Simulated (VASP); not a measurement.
Set up this calculation in VASP 6.6.1, as the native input.

| Quantity | Value |
| --- | --- |
| Task | single point |
| Functional | LDA |
| Potentials or basis | VASP PAW LDA potentials, release 64 (Au) |
| Cutoff | 520 eV |
| k mesh | 11 × 11 × 6 |
| Occupations | fermi-dirac, width 0.05 eV |
| Spin | no spin polarisation |
| Dipole correction | no |
| Further INCAR settings | ALGO = Normal; EDIFF = 1e-06; NBANDS = 18 |

The structure of Au lies in POSCAR:

```
Au
1.0
    1.4113099650     -2.5559330250      0.0000000000
    1.4113099650      2.5559330250      0.0000000000
    0.0000000000      0.0000000000      4.8931696100
Au
2
Direct
    0.3346720300      0.6653279700      0.2500000000
    0.6653279700      0.3346720300      0.7500000000
```

These files were run (other wordings do the same):

INCAR

```
SYSTEM = Au
PREC = Accurate ; ENCUT = 520
EDIFF = 1E-6 ; ISMEAR = -1
SIGMA = 0.05 ; LREAL = .FALSE.
LASPH = .TRUE. ; NELM = 100
ALGO = Normal ; ISIF = 2
LWAVE = .FALSE. ; LCHARG = .TRUE.
GGA = CA ; LELF = .TRUE.
LVHAR = .TRUE. ; NBANDS = 18
```

KPOINTS

```
regular mesh
0
G
  11 11 6
  0 0 0
```

Potentials or basis: VASP PAW LDA potentials, release 64 (Au).

Run with:

```bash
$ cat potpaw_LDA.64/Au/POTCAR > POTCAR
$ mpirun -np 1 vasp_std > vasp.out
```

Results of the run:

The pressure is -9.3 GPa, the largest force is 0.015 eV/Å and the band gap on the k mesh is zero (band 11 reaches 12.35 eV, above the bottom of band 12 at 6.17 eV).

Caveat: spin-orbit coupling is left out, which moves the levels of the heavy elements.

Wall time 66 s on 1 thread of Intel(R) Xeon(R) Platinum 8175M CPU @ 2.50GHz (Skylake/Cascade Lake) (shared host), peak memory 0.19 GiB.
